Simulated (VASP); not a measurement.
Rb, 1 atom in the cell. It takes space group Im-3m (No. 229, cubic). The conventional cell has a = 5.735 Å, b = 5.735 Å, c = 5.735 Å, α = 90.00°, β = 90.00°, γ = 90.00°. 

- Program: VASP 6.6.1
- Task: single point
- Functional: r2SCAN
- Potentials or basis: VASP PAW PBE potentials, release 64 (Rb_sv)
- Cutoff: 520 eV
- k mesh: 8 × 8 × 8
- Occupations: fermi-dirac, width 0.3 eV
- Spin: no spin polarisation
- Dipole correction: no
- Further INCAR settings: ALGO = Normal; EDIFF = 1e-06; NBANDS = 10

Potentials or basis: VASP PAW PBE potentials, release 64 (Rb_sv).

The run is started by

```console
$ cat potpaw_PBE.64/Rb_sv/POTCAR > POTCAR
$ cp INCAR.step1 INCAR
$ mpirun -np 1 vasp_std > vasp.out
$ cp INCAR.step2 INCAR
$ mpirun -np 1 vasp_std > vasp.out
```

Hardware: 1 thread of Intel Xeon 8259CL, on a shared host.

Task: Estimate the wall time of this run.

Result: Run time: 2.7 min on 1 thread of Intel Xeon 8259CL (shared host), peak memory 0.25 GiB. Counts: k points 29.
